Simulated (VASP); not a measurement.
Wanted: the native input for a VASP 6.6.1 run.

```yaml
Task: single point
Functional: LDA
Potentials_or_basis: VASP PAW LDA potentials, release 64 (Hf_pv)
Cutoff: 520 eV
k_mesh: 9 × 9 × 9
Occupations: fermi-dirac, width 0.1 eV
Spin: no spin polarisation
Dipole_correction: no
Further_INCAR_settings: ALGO = Normal; EDIFF = 1e-06; NBANDS = 11
```

The structure of Hf lies in POSCAR:

```
Hf
1.0
    1.7211568575      1.7211568575      1.7211568575
   -1.7211568575      1.7211568575      1.7211568575
   -1.7211568575     -1.7211568575      1.7211568575
Hf
1
Direct
    0.0000000000      0.0000000000      0.0000000000
```

One way to write it, as run:

INCAR

```
ALGO     = Normal         # electronic algorithm
EDIFF    = 1E-6           # SCF threshold, eV
ENCUT    = 520            # plane-wave cutoff, eV
ISIF     = 2              # what is computed and relaxed
ISMEAR   = -1             # smearing method
LASPH    = True           # aspherical terms in the spheres
LCHARG   = True           # write CHGCAR
LELF     = True           # ELF
LREAL    = False          # projectors in reciprocal space
LVHAR    = True         
LWAVE    = False          # write WAVECAR
NBANDS   = 11             # bands
NELM     = 80             # most SCF steps
PREC     = Accurate       # precision mode
SIGMA    = 0.1            # smearing width, eV
```

KPOINTS

```
k-points
0
Gamma
  9 9 9
```

Potentials or basis: VASP PAW LDA potentials, release 64 (Hf_pv).

The run is started by

```sh
$ cat potpaw_LDA.64/Hf_pv/POTCAR > POTCAR
$ mpirun -np 1 vasp_std > vasp.out
```

It gave:

```json
{
 "Pressure": "0.1 GPa",
 "Band gap on the k mesh": "zero (band 5 reaches 6.61 eV, above the bottom of band 6 at 4.49 eV)"
}
```

Caveat: spin-orbit coupling is left out, which moves the levels of the heavy elements.

Run time: 6.9 s on 1 thread of AMD EPYC 7R13 Processor (Zen 3) (shared host), peak memory 0.1 GiB.
